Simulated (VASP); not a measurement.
# Si11Ge21 (P1) in VASP: single point with r2SCAN

Aim: the single point of Si11Ge21 with r2SCAN.

Program: VASP 6.6.1. These are calculated values, not measurements. Logs are shortened: lines on timing, memory, paths and dates and some standing lists are left out, and cuts for length are marked.

## Step 1: The cell of the first run

The typed cell holds 64 atoms: a = 11.163 Å, b = 11.163 Å, c = 11.163 Å, α = 90.00°, β = 90.00°, γ = 90.00°.

## Step 2: Single point, r2SCAN

The input, POSCAR:

```
Si11Ge21
1.0
   11.1630580000      0.0000000000      0.0000000000
    0.0000000000     11.1630580000      0.0000000000
    0.0000000000      0.0000000000     11.1630580000
Ge Si
42 22
Direct
    0.9984330000      0.9965070000      0.9986880000
    0.9981890000      0.4991210000      0.9952400000
    0.0035280000      0.5000540000      0.4996850000
    0.4989860000      0.0012230000      0.9976890000
    0.4992710000      0.0035730000      0.4999940000
    0.5049920000      0.5001840000      0.0012590000
    0.1231170000      0.1266170000      0.1259570000
    0.1210370000      0.1249380000      0.6252660000
    0.1237850000      0.6244240000      0.1242960000
    0.6266370000      0.1273560000      0.1222980000
    0.6236530000      0.6226340000      0.6234850000
    0.2487110000      0.2505840000      0.9948720000
    0.2482740000      0.2490290000      0.4963850000
    0.2471300000      0.7512900000      0.9974750000
    0.7488320000      0.2499160000      0.5012590000
    0.7527280000      0.7516210000      0.5024150000
    0.3747990000      0.3751860000      0.1247660000
    0.3756150000      0.3763560000      0.6225330000
    0.3745830000      0.8746470000      0.1251670000
    0.3718190000      0.8738910000      0.6226470000
    0.8725750000      0.3740190000      0.1258270000
    0.8777340000      0.3747550000      0.6281110000
    0.2512190000      0.0017860000      0.2535000000
    0.2480140000      0.9997910000      0.7522690000
    0.2496190000      0.5003320000      0.2533830000
    0.2455040000      0.5002590000      0.7481420000
    0.7525480000      0.9988920000      0.2457770000
    0.7515660000      0.9999640000      0.7461630000
    0.7510220000      0.5009400000      0.7541990000
    0.3749100000      0.6236580000      0.8749720000
    0.8786430000      0.1242560000      0.3756600000
    0.8750880000      0.1287560000      0.8748680000
    0.8730560000      0.6227910000      0.3727420000
    0.9972110000      0.7516860000      0.2476350000
    0.4991170000      0.2486850000      0.2513690000
    0.5023560000      0.2499140000      0.7514690000
    0.5000850000      0.7450570000      0.2500550000
    0.4995550000      0.7497650000      0.7489270000
    0.1247260000      0.8738420000      0.3789990000
    0.6239990000      0.3797950000      0.3745890000
    0.6255980000      0.8759820000      0.3744660000
    0.6280170000      0.8732000000      0.8756740000
    0.9991510000      0.9974170000      0.5022390000
    0.4977800000      0.5021690000      0.4980280000
    0.1239850000      0.6286810000      0.6252320000
    0.6248660000      0.1249370000      0.6252730000
    0.6299180000      0.6254550000      0.1247300000
    0.2487320000      0.7461450000      0.5002570000
    0.7492620000      0.2518320000      0.9981920000
    0.7523630000      0.7479720000      0.0006250000
    0.8732060000      0.8725910000      0.1213510000
    0.8789770000      0.8753610000      0.6256800000
    0.7481680000      0.5009070000      0.2475130000
    0.3753250000      0.1260920000      0.3755480000
    0.3747770000      0.1250780000      0.8732990000
    0.3739910000      0.6247380000      0.3786270000
    0.8761990000      0.6298460000      0.8743130000
    0.0005050000      0.2523990000      0.2512700000
    0.0012600000      0.2510360000      0.7512980000
    0.9995330000      0.7508350000      0.7484170000
    0.1238060000      0.3736580000      0.3732970000
    0.1225340000      0.3739720000      0.8712830000
    0.1219150000      0.8731810000      0.8723980000
    0.6278340000      0.3744720000      0.8773220000
```

The input, INCAR.step1:

```
SYSTEM = Si11Ge21
  ALGO = Normal
  EDIFF = 1E-4
  ENCUT = 520
  GGA = PE
  ISMEAR = -1
  LASPH = .TRUE.
  LCHARG = .FALSE.
  LREAL = Auto
  LWAVE = .TRUE.
  NBANDS = 376
  NELM = 80
  PREC = Accurate
  SIGMA = 0.05
```

The input, INCAR.step2:

```
SYSTEM = Si11Ge21
  ALGO = Normal
  EDIFF = 1E-6
  ENCUT = 520
  ISIF = 2
  ISMEAR = -1
  ISTART = 1
  LASPH = .TRUE.
  LCHARG = .TRUE.
  LELF = .TRUE.
  LMIXTAU = .TRUE.
  LREAL = Auto
  LVHAR = .TRUE.
  LWAVE = .FALSE.
  METAGGA = R2SCAN
  NBANDS = 376
  NELM = 80
  PREC = Accurate
  SIGMA = 0.05
```

The input, KPOINTS:

```
k-points
0
G
  1 1 1
  0 0 0
```

Potentials or basis: VASP PAW PBE potentials, release 64 (Ge_d, Si).

Command:

```sh
cat potpaw_PBE.64/Ge_d/POTCAR potpaw_PBE.64/Si/POTCAR > POTCAR
cp INCAR.step1 INCAR
mpirun -np 1 vasp_gam > vasp.out
cp INCAR.step2 INCAR
mpirun -np 1 vasp_gam > vasp.out
```

OUTCAR:

```text
SYSTEM = Si11Ge21
   EDIFF = 1E-6
   ENCUT = 520
   ISIF = 2
   ISMEAR = -1
   ISTART = 1
   LASPH = .TRUE.
   LREAL = Auto
   METAGGA = R2SCAN
   NELM = 80
   PREC = Accurate

 ion  position               nearest neighbor table
   1  0.998  0.997  0.999-  51 2.40  63 2.40  32 2.45   7 2.46
   2  0.998  0.499  0.995-  62 2.41  57 2.41   9 2.45  21 2.46
   3  0.004  0.500  0.500-  61 2.41  45 2.42  22 2.45  33 2.45
   4  0.499  0.001  0.998-  55 2.40  10 2.44  19 2.44  42 2.44
   5  0.499  0.004  0.500-  54 2.39  46 2.40  41 2.45  20 2.45
   6  0.505  0.500  0.001-  64 2.40  47 2.41  17 2.44  30 2.45
[... 56 lines left out ...]
  63  0.122  0.873  0.872-  60 2.38  14 2.40  24 2.40   1 2.40
  64  0.628  0.374  0.877-  49 2.35   6 2.40  29 2.40  36 2.42

  LATTYP: Found a simple cubic cell.
 ALAT       =    11.1630580000

  Lattice vectors:

 A1 = (  11.1630580000,   0.0000000000,   0.0000000000)
 A2 = (   0.0000000000,  11.1630580000,   0.0000000000)
 A3 = (   0.0000000000,   0.0000000000,  11.1630580000)

Analysis of symmetry for initial positions (statically):
=====================================================================
 Subroutine PRICEL returns:
 Original cell was already a primitive cell.

 Routine SETGRP: Setting up the symmetry group for a
 simple cubic supercell.

 Subroutine GETGRP returns: Found  1 space group operations
 (whereof  1 operations were pure point group operations)
 out of a pool of 48 trial point group operations.

The static configuration has the point symmetry C_1 .

Analysis of symmetry for dynamics (positions and initial velocities):
=====================================================================
 Subroutine PRICEL returns:
 Original cell was already a primitive cell.

 Routine SETGRP: Setting up the symmetry group for a
 simple cubic supercell.

 Subroutine GETGRP returns: Found  1 space group operations
 (whereof  1 operations were pure point group operations)
 out of a pool of 48 trial point group operations.

The dynamic configuration has the point symmetry C_1 .

 Subroutine INISYM returns: Found  1 space group operations
 (whereof  1 operations are pure point group operations),
 and found     1 'primitive' translations

----------------------------------------------------------------------------------------

                                     Primitive cell

  volume of cell :    1391.0718

  direct lattice vectors                    reciprocal lattice vectors
    11.163058000  0.000000000  0.000000000     0.089581188  0.000000000  0.000000000
     0.000000000 11.163058000  0.000000000     0.000000000  0.089581188  0.000000000
     0.000000000  0.000000000 11.163058000     0.000000000  0.000000000  0.089581188

  length of vectors
    11.163058000 11.163058000 11.163058000     0.089581188  0.089581188  0.089581188

  position of ions in fractional coordinates (direct lattice)
     0.998433000  0.996507000  0.998688000
     0.998189000  0.499121000  0.995240000
     0.003528000  0.500054000  0.499685000
     0.498986000  0.001223000  0.997689000
     0.499271000  0.003573000  0.499994000
     0.504992000  0.500184000  0.001259000
[... 56 lines left out ...]
     0.121915000  0.873181000  0.872398000
     0.627834000  0.374472000  0.877322000

  ion indices of the primitive-cell ions
   primitive index   ion index
                 1           1
                 2           2
                 3           3
                 4           4
                 5           5
                 6           6
[... 56 lines left out ...]
                63          63
                64          64

----------------------------------------------------------------------------------------

 KPOINTS: k-points

Automatic generation of k-mesh.
 Grid dimensions read from file:
 generate k-points for:    1    1    1

 Generating k-lattice:

  Cartesian coordinates                     Fractional coordinates (reciprocal lattice)
     0.089581188  0.000000000  0.000000000     1.000000000  0.000000000  0.000000000
     0.000000000  0.089581188  0.000000000     0.000000000  1.000000000  0.000000000
     0.000000000  0.000000000  0.089581188     0.000000000  0.000000000  1.000000000

  Length of vectors
     0.089581188  0.089581188  0.089581188

  Shift w.r.t. Gamma in fractional coordinates (k-lattice)
     0.000000000  0.000000000  0.000000000

 Subroutine IBZKPT returns following result:
 ===========================================

 Found      1 irreducible k-points:

 Following reciprocal coordinates:
            Coordinates               Weight
  0.000000  0.000000  0.000000      1.000000
   k-points           NKPTS =      1   k-points in BZ     NKDIM =      1   number of bands    NBANDS=    376
   number of dos      NEDOS =    301   number of ions     NIONS =     64
   total plane-waves  NPLWV = 592704
   dimension x,y,z NGX =    84 NGY =   84 NGZ =   84
   dimension x,y,z NGXF=   168 NGYF=  168 NGZF=  168
   ions per type =              42  22
   NGX,Y,Z   is equivalent  to a cutoff of  12.51, 12.51, 12.51 a.u.
   NGXF,Y,Z  is equivalent  to a cutoff of  25.02, 25.02, 25.02 a.u.
 SYSTEM =  Si11Ge21
   PREC   = accura    normal or accurate (medium, high low for compatibility)
   ISTART =      1    job   : 0-new  1-cont  2-samecut
   ICHARG =      0    charge: 1-file 2-atom 10-const
   ISPIN  =      1    spin polarized calculation?
   LNONCOLLINEAR =      F non collinear calculations
   LSORBIT =      F    spin-orbit coupling
   LASPH  =      T    aspherical Exc in radial PAW
   ENCUT  =  520.0 eV  38.22 Ry    6.18 a.u.  20.76 20.76 20.76*2*pi/ulx,y,z
   NELM   =     80;   NELMIN=  2; NELMDL=  0     # of ELM steps
   EDIFF  = 0.1E-05   stopping-criterion for ELM
   LREAL  =      T    real-space projection
   EDIFFG = 0.1E-04   stopping-criterion for IOM
   NSW    =      0    number of steps for IOM
   IBRION =     -1    ionic relax: 0-MD 1-quasi-New 2-CG
   NFREE  =      0    steps in history (QN), initial steepest desc. (CG)
   ISIF   =      2    stress and relaxation
   ISYM   =      2    0-nonsym 1-usesym 2-fastsym
   POTIM  = 0.5000    time-step for ionic-motion
   TEBEG  =    0.0;   TEEND  =   0.0 temperature during run
   PSTRESS=    0.0 pullay stress
   NELECT =     676.0000    total number of electrons
   NUPDOWN=      -1.0000    fix difference up-down
   EMIN   =  10.00;   EMAX   =-10.00  energy-range for DOS
   EFERMI =   0.00;   METHOD = LEGACY
   ISMEAR =    -1;   SIGMA  =   0.05  broadening in eV -4-tet -1-fermi 0-gaus
   EFERMI_NEDOS =   21; number of points for ismear=-14 and -15
   IALGO  =     38    algorithm
   IMIX   =      4    mixing-type and parameters
     AMIX     =   0.40;   BMIX     =  1.00
     AMIX_MAG =   1.60;   BMIX_MAG =  1.00
  volume/ion in A,a.u.               =      21.74       146.68
  Fermi-wavevector in a.u.,A,eV,Ry     =   1.287085  2.432238 22.539244  1.656588
  Thomas-Fermi vector in A             =   2.419121
   LORBIT       =      0    0 simple, 1 ext, 2 COOP (PROOUT), +10 PAW based schemes
   METAGGA = R2SCAN    functional components
   LHFCALC =     F    Hartree Fock is set to
   AEXX    =    0.0000 exact exchange contribution
   IVDW    =     0    specifies the selected vdW correction
   LEPSILON=     F    determine dielectric tensor
   LRPA    =     F    only Hartree local field effects (RPA)
 non-spin polarized calculation
  energy-cutoff  :      520.00
  volume of cell :     1391.07
 maximum number of plane-waves:     18765
 NGX is ok and might be reduce to    84
   NGX = 41   NGY = 41   NGZ = 41

 number of electron     675.9999955 magnetization

 Free energy of the ion-electron system (eV)
  ---------------------------------------------------
  ext. energy  EPLUGINS =         0.00000000
  ---------------------------------------------------
  free energy    TOTEN  =      -767.39487247 eV

  energy without entropy =     -767.39174061  energy(sigma->0) =     -767.39330654

 E-fermi :   5.5092     XC(G=0): -10.4934

 val. band max:        5.1466351943   @ k =   0.0000   0.0000   0.0000
 cond. band min:       5.8587860433   @ k =   0.0000   0.0000   0.0000
 fundamental gap:      0.7121508490
 Fermi energy:         5.5091635764

 k-point     1 :       0.0000    0.0000    0.0000
  band No.  band energies     occupation
      1     -20.1900      2.00000
      2     -20.1812      2.00000
      3     -20.1777      2.00000
      4     -20.1754      2.00000
      5     -20.1717      2.00000
      6     -20.1707      2.00000
[... 342 lines left out ...]
    349       6.3364      0.00000
    350       6.3566      0.00000
 [bands above 350 left out]

------------------------ aborting loop because EDIFF is reached ----------------------------------------

  FORCE on cell =-STRESS in cart. coord.  units (eV):
  Direction    XX          YY          ZZ          XY          YZ          ZX
  --------------------------------------------------------------------------------------
  -------------------------------------------------------------------------------------
  Total        4.5348349      4.5066924      4.5251831     -0.4470477     -0.2478706     -0.4847206
  in kB        5.2230300      5.1906167      5.2119135     -0.5148905     -0.2854868     -0.5582805
  external PRESSURE =       5.2085201 kB  Pullay stress =       0.0000000 kB

 VOLUME and BASIS-vectors are now :
 -----------------------------------------------------------------------------
  energy-cutoff  :      520.00
  volume of cell :     1391.07
      direct lattice vectors                 reciprocal lattice vectors
    11.163058000  0.000000000  0.000000000     0.089581188  0.000000000  0.000000000
     0.000000000 11.163058000  0.000000000     0.000000000  0.089581188  0.000000000
     0.000000000  0.000000000 11.163058000     0.000000000  0.000000000  0.089581188

 POSITION                                       TOTAL-FORCE (eV/Angst)
 -----------------------------------------------------------------------------------
     11.14557     11.12407     11.14841         0.025952      0.017230      0.044930
     11.14284      5.57172     11.10992         0.065542      0.036842      0.042557
      0.03938      5.58213      5.57801        -0.005890      0.014409     -0.022247
      5.57021      0.01365     11.13726         0.012066      0.051533     -0.006410
      5.57339      0.03989      5.58146        -0.007296      0.007332     -0.005466
      5.63725      5.58358      0.01405         0.041351     -0.001232     -0.033810
[... 56 lines left out ...]
      1.36094      9.74737      9.73863         0.014678      0.006801     -0.005866
      7.00855      4.18025      9.79360        -0.033529     -0.033999     -0.028557
 -----------------------------------------------------------------------------------
    total drift:                                0.017845      0.008567      0.000202

  FREE ENERGIE OF THE ION-ELECTRON SYSTEM (eV)
  ---------------------------------------------------
  free  energy   TOTEN  =      -767.3948724687 eV

  energy  without entropy=     -767.3917406067  energy(sigma->0) =     -767.39330654
```

Wall time 1.5 h (1 thread of Oxide Virtual Turin-like, shared host); peak memory 1.3 GiB.

What came out:

```
Free energy            : -767.3949 eV
Pressure               : 0.5 GPa
Largest force          : 0.105 eV/Å
Band gap on the k mesh : 0.71 eV
```

Forces on the atoms (eV/Å):
```
Ge   0.026  0.017  0.045
Ge   0.066  0.037  0.043
Ge  -0.006  0.014 -0.022
Ge   0.012  0.052 -0.006
Ge  -0.007  0.007 -0.005
Ge   0.041 -0.001 -0.034
Ge  -0.008 -0.040  0.001
Ge  -0.023 -0.004  0.012
Ge  -0.014 -0.010 -0.038
Ge  -0.028 -0.002 -0.058
Ge   0.016  0.045  0.005
Ge   0.034  0.019  0.027
Ge   0.027  0.040 -0.018
Ge   0.003  0.010 -0.013
Ge   0.026  0.010  0.057
Ge  -0.028 -0.037 -0.053
Ge  -0.012 -0.019 -0.018
Ge  -0.014 -0.018 -0.055
Ge  -0.038  0.009 -0.024
Ge   0.014 -0.020  0.019
Ge  -0.021 -0.022 -0.032
Ge  -0.018 -0.055 -0.009
Ge   0.003  0.014 -0.016
Ge  -0.003 -0.031  0.011
Ge  -0.018 -0.032  0.044
Ge   0.031  0.028  0.058
Ge   0.067  0.001  0.036
Ge   0.035  0.083  0.047
Ge  -0.019  0.018  0.014
Ge  -0.024  0.018 -0.003
Ge   0.008 -0.031 -0.057
Ge  -0.025 -0.011 -0.088
Ge   0.025  0.045  0.014
Ge  -0.001  0.009  0.039
Ge  -0.015  0.051  0.015
Ge   0.046 -0.021  0.037
Ge   0.066  0.059  0.057
Ge   0.003 -0.024  0.007
Ge  -0.058 -0.018 -0.052
Ge  -0.047 -0.062 -0.022
Ge  -0.013 -0.049  0.014
Ge  -0.032 -0.043 -0.018
Si   0.005  0.055  0.041
Si   0.018  0.020  0.035
Si  -0.018 -0.053 -0.078
Si  -0.015  0.029 -0.032
Si  -0.043 -0.063 -0.044
Si   0.052  0.057  0.050
Si   0.001  0.027  0.062
Si   0.025  0.042  0.033
Si  -0.001 -0.013  0.011
Si  -0.031 -0.053 -0.064
Si   0.033  0.048  0.037
Si  -0.006 -0.028 -0.005
Si  -0.019 -0.003  0.016
Si  -0.040 -0.054 -0.026
Si  -0.075 -0.067 -0.029
Si  -0.012 -0.025  0.007
Si  -0.017 -0.008 -0.004
Si   0.064  0.046  0.069
Si   0.021  0.045  0.001
Si   0.003 -0.011 -0.001
Si   0.015  0.007 -0.006
Si  -0.034 -0.034 -0.029
```

Stress tensor (GPa, compression positive):
```
 0.52 -0.05 -0.06
-0.05  0.52 -0.03
-0.06 -0.03  0.52
```

Caveat: the k points lie up to 0.56 Å⁻¹ apart; semilocal functionals underestimate gaps, and a narrow one can read as zero; the PAW data sets were made with another functional, which shifts forces and pressure a little. A k mesh can miss the band edges.
